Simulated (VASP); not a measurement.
Ti: single point with BLYP+D3(BJ)

The system is Ti.

```xyz
2
Lattice="2.8351 0.0000 0.0000 -1.4176 2.4553 0.0000 0.0000 0.0000 4.4886" Properties=species:S:1:pos:R:3 pbc="T T T"
Ti    1.4176    0.8184    3.3665
Ti    0.0000    1.6369    1.1222
```

| Quantity | Value |
| --- | --- |
| Program | VASP 6.6.1 |
| Task | single point |
| Functional | BLYP |
| Dispersion | D3(BJ) |
| Potentials or basis | VASP PAW PBE potentials, release 64 (Ti_sv) |
| Cutoff | 520 eV |
| k mesh | 10 × 10 × 6 |
| Occupations | fermi-dirac, width 0.05 eV |
| Spin | no spin polarisation |

```yaml
Pressure: -0.2 GPa
Band_gap_on_the_k_mesh: zero (band 12 reaches 10.73 eV, above the bottom of band 13 at 9.80 eV)
Dispersion_energy_per_atom: -1.591 eV
```

Levels at points of the mesh, in eV from the Fermi level:
| k point | band 8 | band 9 | band 10 | band 11 | band 12 | band 13 | band 14 | band 15 | band 16 | band 17 |
| --- | --- | --- | --- | --- | --- | --- | --- | --- | --- | --- |
| (0.00, 0.00, 0.00) | -32.35 | -6.21 | -2.92 | 0.77 | 0.77 | 0.90 | 1.33 | 1.34 | 1.34 | 1.74 |
| (0.50, 0.00, 0.00) | -32.45 | -2.47 | -2.41 | -2.11 | -0.35 | 0.44 | 0.74 | 1.31 | 3.70 | 3.97 |
| (0.00, 0.00, 0.50) | -32.42 | -4.23 | -4.23 | 0.07 | 0.07 | 0.66 | 0.66 | 0.66 | 0.66 | 3.09 |
| (0.50, 0.00, 0.50) | -32.57 | -2.77 | -2.77 | -0.97 | -0.97 | 1.78 | 1.78 | 1.88 | 1.88 | 3.86 |

It took 72 s on 1 thread of Intel Xeon 8259CL, with other jobs on the host, peak memory 0.17 GiB.

Caveat: the PAW data sets were made with another functional, which shifts forces and pressure a little; pairwise dispersion overbinds metals, which lowers pressure and volume.
